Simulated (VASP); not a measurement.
**Hg: single point with PBE**

The system is Hg.

```xyz
1
Lattice="2.2340 -2.0459 0.0000 2.2340 2.0459 0.0000 -0.3487 0.0000 3.0398" Properties=species:S:1:pos:R:3 pbc="T T T"
Hg    2.0596    0.0000    1.5199
```

| Property | Result |
| --- | --- |
| Program | VASP 6.6.1 |
| Task | single point |
| Functional | PBE |
| Potentials or basis | VASP PAW PBE potentials, release 64 (Hg) |
| Cutoff | 520 eV |
| k mesh | 5 × 5 × 5 |
| Occupations | gaussian, width 0.1 eV |
| Spin | no spin polarisation |
| Dipole correction | no |
| Further INCAR settings | ALGO = Normal; EDIFF = 1e-06; NBANDS = 12 |

| Item | Value |
| --- | --- |
| Pressure | 1.2 GPa |
| Band gap on the k mesh | zero (band 6 reaches 2.62 eV, above the bottom of band 7 at 1.83 eV) |

Stress tensor (GPa, compression positive):
```
0.97 0.00 0.40
0.00 1.72 0.00
0.40 0.00 0.88
```

Levels at points of the mesh, in eV from the Fermi level:
| k point | band 2 | band 3 | band 4 | band 5 | band 6 | band 7 | band 8 | band 9 | band 10 | band 11 |
| --- | --- | --- | --- | --- | --- | --- | --- | --- | --- | --- |
| (0.00, 0.00, 0.00) | -8.29 | -8.26 | -6.40 | -6.39 | -6.35 | 9.31 | 9.63 | 9.72 | 12.95 | 14.63 |

It took 13 s on 1 thread of Intel Xeon 8259CL (shared host), peak memory 0.14 GiB.

Caveat: the k points lie up to 0.42 Å⁻¹ apart; spin-orbit coupling is left out, which moves the levels of the heavy elements.
